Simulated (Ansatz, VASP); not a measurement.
## Two plane-wave programs on ScBSbP3

INCAR

```
SYSTEM = ScBSbP3
PREC = Accurate
ENCUT = 600
EDIFF = 1E-6
ISMEAR = 0
SIGMA = 0.1
LREAL = .FALSE.
LASPH = .TRUE.
NELM = 100
ALGO = Normal
ISIF = 3
LWAVE = .FALSE.
LCHARG = .FALSE.
GGA = PE
IBRION = 2
NSW = 90
EDIFFG = -0.04
```

KPOINTS

```
regular mesh
0
G
  3 3 6
  0 0 0
```

The input POSCAR:

```
ScBSbP3
1.0
    6.0800704403      0.0000000000      0.0000000000
   -3.0400352201      5.2654954581      0.0000000000
    0.0000000000      0.0000000000      3.3960356591
Sc B Sb P
1 1 1 3
Direct
    0.0000000000      0.0000000000      0.0000000000
    0.3333333333      0.6666666667      0.0000000000
    0.6666666667      0.3333333333      0.0000000000
    0.0659703594      0.5329851797      0.5000000000
    0.4670148203      0.5329851797      0.5000000000
    0.4670148203      0.9340296406      0.5000000000
```

Input for Ansatz:

```yaml
crystal:
  lattice:
    - [6.0800704403, 0.0, 0.0]
    - [-3.0400352201, 5.2654954581, 0.0]
    - [0.0, 0.0, 3.3960356591]
  atoms:
    - { symbol: Sc, position: [0.0, 0.0, 0.0] }
    - { symbol: B, position: [0.3333333333, 0.6666666667, 0.0] }
    - { symbol: Sb, position: [0.6666666667, 0.3333333333, 0.0] }
    - { symbol: P, position: [0.0659703594, 0.5329851797, 0.5] }
    - { symbol: P, position: [0.4670148203, 0.5329851797, 0.5] }
    - { symbol: P, position: [0.4670148203, 0.9340296406, 0.5] }
basis:
  ecutwfc: 420
kpoints:
  mp_grid: { grid: [3, 3, 6] }
hamiltonian:
  xc: pbe
scf:
  occupations: { method: gaussian, width: 0.1 }
  lower_state_search: "off"
output:
  forces: true
  stress: true
  eigenvalues: true
relax:
  adjacent_minimum: "off"
  f_tol: 0.04
  max_steps: 70
  cell: { stress_tol: 0.4 }
```

Change from the starting cell: species swapped into the YSiBRh3 type (P-6m2, No. 187).

Alike in both runs: task relaxation of cell and atoms; functional PBE; k mesh 3 × 3 × 6; occupations gaussian, width 0.1 eV; no spin polarisation.

```csv
,VASP,Ansatz
version,VASP 6.6.1,Ansatz 0.2.0
potentials or method,"VASP PAW PBE potentials, release 64 (Sc_sv, B, Sb, P), cutoff 600 eV","scalar-relativistic, plane waves, PAW"
valence electrons in the cell,34,44
```

VASP gave:

```
gap on the k mesh at the Fermi level, each at its own relaxed structure (eV) : none
relaxed volume (Å³/atom)                                                     : 18.53
relaxed length of the cell vector where the two differ most in proportion (Å)              : 6.459
```

**Question.** What did Ansatz give for the same quantities?

**Answer.** gap on the k mesh at the Fermi level, each at its own relaxed structure (eV): none; relaxed volume (Å³/atom): 18.57; relaxed length of the cell vector where the two differ most in proportion (Å): 6.469.

A gap of «none» marks a metal or a gap that the smearing closes. VASP's potentials hold 34 valence electrons a cell and Ansatz's 44, so a difference there can come from the potentials and not from the codes.

The k mesh is coarse, so the values compare programs but aren't converged. Neither program's run includes spin-orbit coupling.
